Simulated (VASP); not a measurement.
Cu:

```
Cu
1.0
     0.00000    1.80750    1.80750
     1.80750    0.00000    1.80750
     1.80750    1.80750    0.00000
Cu
1
Direct
  0.00000 0.00000 0.00000
```

```yaml
Program: VASP 6.6.1
Task: relaxation of cell and atoms
Functional: PBE
Dispersion: D3(BJ)
Potentials_or_basis: VASP PAW PBE potentials, release 64 (Cu)
Cutoff: 600 eV
k_mesh: 20 × 20 × 20
Occupations: gaussian, width 0.1 eV
Spin: no spin polarisation
```

At the start: pressure -5.9 GPa; volume 11.81 Å³/atom.

Where does the relaxation end?

Over 3 steps the energy falls by 8.8 meV/atom and the volume is 11.35 Å³/atom (-3.9 %); space group Fm-3m (No. 225, to 0.05 Å).

The path:
| step | energy change (eV) | largest force (eV/Å) | pressure (GPa) | volume (Å³) |
| --- | --- | --- | --- | --- |
| 1 | 0.0000 | 0.0000 | -5.85 | 11.81 |
| 2 | -0.0056 | 0.0000 | 4.07 | 11.09 |
| 3 | -0.0088 | 0.0000 | 0.01 | 11.35 |

Final structure:
```cif
data_structure
_symmetry_space_group_name_H-M 'P 1'
_symmetry_Int_Tables_number 1
_cell_length_a 2.5225
_cell_length_b 2.5225
_cell_length_c 2.5225
_cell_angle_alpha 60.000
_cell_angle_beta 60.000
_cell_angle_gamma 60.000
_cell_volume 11.35
loop_
_atom_site_label
_atom_site_type_symbol
_atom_site_fract_x
_atom_site_fract_y
_atom_site_fract_z
_atom_site_occupancy
Cu1 Cu 0.00000 0.00000 0.00000 1
```

Caveat: pairwise dispersion overbinds metals, which lowers pressure and volume.
